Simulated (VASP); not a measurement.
Write the native input for VASP 6.6.1 that does the following.

* Task: single point
* Functional: PBE
* Dispersion: D3(BJ)
* Potentials or basis: VASP PAW PBE potentials, release 64 (Ru_pv)
* Cutoff: 520 eV
* k mesh: 4 × 4 × 1
* Occupations: gaussian, width 0.1 eV
* Spin: no spin polarisation
* Dipole correction: yes
* Further INCAR settings: LREAL = Auto; ALGO = Normal; EDIFF = 1e-07; NBANDS = 126

The structure of Ru lies in POSCAR:

```
Ru
1.0
    5.3951895498      0.0000000000      0.0000000000
   -2.6975947749      4.6723712083      0.0000000000
    0.0000000000      0.0000000000     22.3987269960
Ru
16
Direct
    0.3333333333      0.1666666667      0.3571631549
    0.3333333333      0.6666666667      0.3571631549
    0.8333333333      0.1666666667      0.3571631549
    0.8333333333      0.6666666667      0.3571631549
    0.1666666667      0.3333333333      0.4523877183
    0.1666666667      0.8333333333      0.4523877183
    0.6666666667      0.3333333333      0.4523877183
    0.6666666667      0.8333333333      0.4523877183
    0.3333333333      0.1666666667      0.5482486538
    0.3333333333      0.6666666667      0.5482486538
    0.8333333333      0.1666666667      0.5482486538
    0.8333333333      0.6666666667      0.5482486538
    0.1666666667      0.3333333333      0.6405127238
    0.1666666667      0.8333333333      0.6405127238
    0.6666666667      0.3333333333      0.6405127238
    0.6666666667      0.8333333333      0.6405127238
```

One way to write it, as run:

INCAR

```
PREC = Accurate
ENCUT = 520
EDIFF = 1E-7
ISMEAR = 0
SIGMA = 0.1
LREAL = Auto
LASPH = True
NELM = 80
ALGO = Normal
ISIF = 2
LWAVE = False
LCHARG = True
LDIPOL = True
IDIPOL = 3
DIPOL = 0.5 0.5 0.500
GGA = PE
IVDW = 12
LELF = True
LVHAR = True
LVACPOTAV = True
NBANDS = 126
```

KPOINTS

```
regular mesh
0
Gamma
  4 4 1
```

Potentials or basis: VASP PAW PBE potentials, release 64 (Ru_pv).

Run with:

```console
$ cat potpaw_PBE.64/Ru_pv/POTCAR > POTCAR
$ mpirun -np 1 vasp_std > vasp.out
```

Results of the run:

```yaml
Largest_force: 0.606 eV/Å
Band_gap_on_the_k_mesh: zero (band 112 reaches 2.94 eV, above the bottom of band 113 at 1.70 eV)
Dispersion_energy_per_atom: -0.461 eV
```

It took 26 min on 1 thread of Intel Xeon 8259CL, on a shared host, peak memory 0.64 GiB.
